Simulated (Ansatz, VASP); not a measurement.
## Two plane-wave programs on CsRe2

```
Cs Re
1.0
     0.00000    3.11982    3.11982
     3.11982    0.00000    3.11982
     3.11982    3.11982    0.00000
Cs Re
1 2
Cartesian
  0.0000 0.0000 0.0000
  1.5599 1.5599 1.5599
  4.6797 4.6797 4.6797
```

Alike in both runs: functional PBE; k mesh 4 × 4 × 4; occupations gaussian, width 0.1 eV; no spin polarisation.

Ansatz relaxed the structure, and its values are those at the end. VASP's run is a single point on that final structure, the one shown.

```csv
,VASP,Ansatz
version,VASP 6.6.1,Ansatz 0.2.0
potentials or method,"VASP PAW PBE potentials, release 64 (Cs_sv, Re_sv_GW), cutoff 560 eV","scalar-relativistic, plane waves, PAW"
valence electrons in the cell,39,39
```

Ansatz gave:

* gap on the k mesh at the Fermi level (eV): none
* pressure (GPa): 0.0

Problem. Estimate VASP's values.

Solution. gap on the k mesh at the Fermi level (eV): none; pressure (GPa): 4.3.

A gap of «none» marks a metal or a gap that the smearing closes. One of these differences is far larger than is usual between the two programs; its cause wasn't traced.

The k mesh is coarse, so the values compare programs but aren't converged. Spin-orbit coupling is off throughout.
